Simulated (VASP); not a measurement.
Input of a VASP 6.6.1 run:

File INCAR:

```
SYSTEM = Ca
ALGO = Fast
EDIFF = 1E-6
ENCUT = 520
GGA = PE
ISIF = 2
ISMEAR = 0
LASPH = .True.
LCHARG = .False.
LREAL = .False.
LWAVE = .False.
NBANDS = 17
NELM = 60
PREC = Accurate
SIGMA = 0.1
```

KPOINTS

```
k-points
0
Gamma
  12 12 8
  0 0 0
```

Contents of POSCAR:

```
Ca
1.0
    3.9440736953      0.0000000000      0.0000000000
   -1.9720368477      3.4156680145      0.0000000000
    0.0000000000      0.0000000000      6.4798387031
Ca
2
Direct
    0.3333333333      0.6666666667      0.2500000000
    0.6666666667      0.3333333333      0.7500000000
```

Potentials or basis: VASP PAW PBE potentials, release 64 (Ca_sv).

Launch:

```bash
$ cat potpaw_PBE.64/Ca_sv/POTCAR > POTCAR
$ mpirun -np 1 vasp_std > vasp.out
```

Question: Estimate the band gap on the k mesh.

Answer: Zero (band 10 reaches 2.15 eV, above the bottom of band 11 at 1.62 eV).

Question: Estimate the pressure.

Answer: -0.5 GPa.
